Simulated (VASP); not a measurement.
A run of VASP 6.6.1 is set up as follows.

The input INCAR:

```
SYSTEM = CdSe
PREC     = Accurate       ! precision mode
ENCUT    = 600            ! plane-wave cutoff, eV
EDIFF    = 1E-6           ! SCF threshold, eV
ISMEAR   = 0              ! smearing method
SIGMA    = 0.05           ! smearing width, eV
LREAL    = .FALSE.        ! projectors in reciprocal space
LASPH    = .TRUE.         ! aspherical terms in the spheres
NELM     = 80             ! most SCF steps
ALGO     = Normal         ! electronic algorithm
ISIF     = 3              ! what is computed and relaxed
LWAVE    = .FALSE.        ! write WAVECAR
LCHARG   = .FALSE.        ! write CHGCAR
GGA      = PE             ! functional
IBRION   = 2              ! ionic algorithm
NSW      = 80             ! ionic steps
EDIFFG   = -0.01          ! ionic threshold
```

File KPOINTS:

```
Automatic mesh
0
G
  10 10 6
  0 0 0
```

Contents of POSCAR:

```
CdSe
1.0
    4.3000000000      0.0000000000      0.0000000000
   -2.1500000000      3.7239092363      0.0000000000
    0.0000000000      0.0000000000      7.0200000000
Cd Se
2 2
Direct
    0.3333333333      0.6666666667      0.0000000000
    0.6666666667      0.3333333333      0.5000000000
    0.3333333333      0.6666666667      0.3850000000
    0.6666666667      0.3333333333      0.8850000000
```

Potentials or basis: VASP PAW PBE potentials, release 64 (Cd, Se).

Command:

```console
$ cat potpaw_PBE.64/Cd/POTCAR potpaw_PBE.64/Se/POTCAR > POTCAR
$ mpirun -np 1 vasp_std > vasp.out
```

Problem. What does it give for the relaxed cell?

Solution. a = 4.390 Å, b = 4.390 Å, c = 7.167 Å, α = 90.00°, β = 90.00°, γ = 120.00°.

Problem. Predict the space group after relaxing (to 0.05 Å).

Solution. P6_3mc (No. 186).

Problem. Predict the relaxed volume.

Solution. 29.90 Å³/atom.

Forces in eV/Å, atoms in the order of the input:
```
Cd   0.000  0.000  0.007
Cd   0.000  0.000  0.007
Se   0.000  0.000 -0.007
Se   0.000  0.000 -0.007
```

PBE usually gives volumes a little too large and moduli too small. Zero-point motion and thermal expansion aren't in these numbers.
